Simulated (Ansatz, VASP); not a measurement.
# MnS: VASP beside Ansatz

Contents of POSCAR:

```
MnS
1.0
    0.0000000000      2.8236861980     -2.8236861980
    0.0000000000      2.8236861980      2.8236861980
    5.6473723960      0.0000000000      0.0000000000
Mn S
2 2
Direct
    0.0000000000      0.0000000000      0.0000000000
    0.5000000000      0.5000000000      0.5000000000
    0.0000000000      0.5000000000      0.2500000000
    0.5000000000      1.0000000000      0.7500000000
```

The input INCAR.step1:

```
PREC = Accurate
ENCUT = 550
ISMEAR = 0
SIGMA = 0.05
LREAL = False
LASPH = True
NELM = 200
ISPIN = 2
MAGMOM = 4.63 -4.63 0 0
LMAXMIX = 4
GGA = PE
ALGO = Normal
EDIFF = 1E-5
LWAVE = True
LCHARG = False
GGA_COMPAT = False
IBRION = 2
ISIF = 3
EDIFFG = -0.005
NELMIN = 4
NSW = 100
KPAR = 4
```

INCAR.step2

```
PREC = Accurate
ENCUT = 550
EDIFF = 1E-7
ISMEAR = 0
SIGMA = 0.05
LREAL = False
LASPH = True
NELM = 200
ALGO = Normal
ISIF = 3
LWAVE = False
LCHARG = False
ISPIN = 2
MAGMOM = 4.63 -4.63 0 0
LORBIT = 11
LMAXMIX = 4
METAGGA = R2SCAN
LMIXTAU = True
IBRION = 2
NSW = 50
EDIFFG = -0.01
ISTART = 1
GGA_COMPAT = False
NELMIN = 4
KPAR = 4
```

KPOINTS

```
Automatic mesh
0
Gamma
  6 6 4
```

Input for Ansatz:

```yaml
crystal:
  lattice:
    - [0.0, 2.823686198, -2.823686198]
    - [0.0, 2.823686198, 2.823686198]
    - [5.647372396, 0.0, 0.0]
  atoms:
    - { symbol: Mn, position: [0.0, 0.0, 0.0], spin: 4.63 }
    - { symbol: S, position: [0.0, 0.5, 0.25] }
    - { symbol: Mn, position: [0.5, 0.5, 0.5], spin: -4.63 }
    - { symbol: S, position: [0.5, 1.0, 0.75] }
basis:
  ecutwfc: 500
  ecutrho_ratio: 4
kpoints:
  mp_grid: { grid: [6, 6, 4] }
hamiltonian:
  xc: r2scan
scf:
  occupations: { method: gaussian, width: 0.05 }
output:
  forces: true
  stress: true
  eigenvalues: true
  populations: true
magnetization:
  spin_polarized: true
relax:
  f_tol: 0.01
  max_steps: 30
  cell: { stress_tol: 0.05 }
checkpoint:
  read: start.run
  write: ck
  compress: false
  write_wavefunctions: false
  write_every: 100000
```

Alike in both runs: task relaxation of cell and atoms; functional r2SCAN; k mesh 6 × 6 × 4; occupations gaussian, width 0.05 eV; collinear spin.

```csv
,VASP,Ansatz
version,VASP 6.6.1,Ansatz 0.2.0
potentials or method,"VASP PAW PBE potentials, release 64 (Mn_pv, S), cutoff 550 eV","scalar-relativistic, plane waves, PAW"
valence electrons in the cell,38,42
```

```tsv
	VASP	Ansatz	Ansatz less VASP
gap on the k mesh at the Fermi level, each at its own relaxed structure (eV)	2.14	2.15	+0.011
net moment per atom (μB)	0.00	0.00	0.000
size of the moment on the site where the two differ most (μB)	4.28	4.13	-0.156
relaxed volume (Å³/atom)	21.29	21.29	+0.004
relaxed cell length with the largest relative difference (Å)	5.461	5.471	+0.0104
```

VASP's potentials were made for PBE, not for r2SCAN. Site moments also hang on the region over which each program counts them. VASP's potentials hold 38 valence electrons a cell and Ansatz's 42, so a difference there can come from the potentials and not from the codes.
